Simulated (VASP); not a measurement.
CdS: single point with r2SCAN+rVV10

Crystal: CdS.

```
Cd S
1.0
     0.00000    2.87708    2.87708
     2.87708    0.00000    2.87708
     2.87708    2.87708    0.00000
Cd S
1 1
Direct
  0.00000 0.00000 0.00000
  0.75000 0.75000 0.75000
```

```yaml
Program: VASP 6.6.1
Task: single point
Functional: r2SCAN
Dispersion: rVV10
Potentials_or_basis: VASP PAW PBE potentials, release 64 (Cd_sv_GW, S)
Cutoff: 700 eV
k_mesh: 8 × 8 × 8
Occupations: fermi-dirac, width 0.05 eV
Spin: no spin polarisation
Dipole_correction: no
Further_INCAR_settings: ALGO = Normal; EDIFF = 1e-06; NBANDS = 20
```

The pressure is 3.4 GPa and the band gap on the k mesh is 1.63 eV.

Levels at points of the mesh, in eV from the valence-band top:
```csv
k point,band 11,band 12,band 13,band 14,band 15,band 16
"(0.00, 0.00, 0.00)",0.00,0.00,0.00,1.63,7.05,7.05
"(0.50, 0.00, 0.00)",-4.74,-0.83,-0.83,3.50,7.46,7.46
"(0.50, 0.50, 0.00)",-4.17,-2.08,-2.08,3.71,4.78,9.89
```

It took 2.5 min on 1 thread of Intel(R) Xeon(R) Platinum 8488C (Sapphire Rapids), with other jobs on the host, peak memory 0.42 GiB.

Caveat: the cell stands under pressure; the PAW data sets were made with another functional, which shifts forces and pressure a little. r2SCAN opens gaps a little over a GGA but as a rule still falls short of measured ones.
